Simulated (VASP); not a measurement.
Input of a VASP 6.6.1 run:

The input INCAR:

```
SYSTEM = ZnS
PREC = Accurate ; ENCUT = 500
EDIFF = 1E-6 ; ISMEAR = 0
SIGMA = 0.02 ; LREAL = .False.
LASPH = .True. ; NELM = 120
ALGO = Normal ; ISIF = 2
LWAVE = .False. ; LCHARG = .False.
NBANDS = 16 ; GGA_COMPAT = .False.
```

KPOINTS

```
Automatic mesh
0
Gamma
  10 10 10
  0 0 0
```

File POSCAR:

```
ZnS
1.0
    0.0000000000      2.6484239313      2.6484239313
    2.6484239313      0.0000000000      2.6484239313
    2.6484239313      2.6484239313      0.0000000000
Zn S
1 1
Direct
    0.0000000000      0.0000000000      0.0000000000
    0.7500000000      0.7500000000      0.7500000000
```

Potentials or basis: VASP PAW LDA potentials, release 64 (Zn, S).

Run with:

```console
$ cat potpaw_LDA.64/Zn/POTCAR potpaw_LDA.64/S/POTCAR > POTCAR
$ mpirun -np 1 vasp_std > vasp.out
```

Q: Estimate the pressure.

A: 0.2 GPa.

Q: Estimate the band gap on the k mesh.

A: 2.16 eV, direct.

As with any semilocal functional, this LDA gap is likely too small.
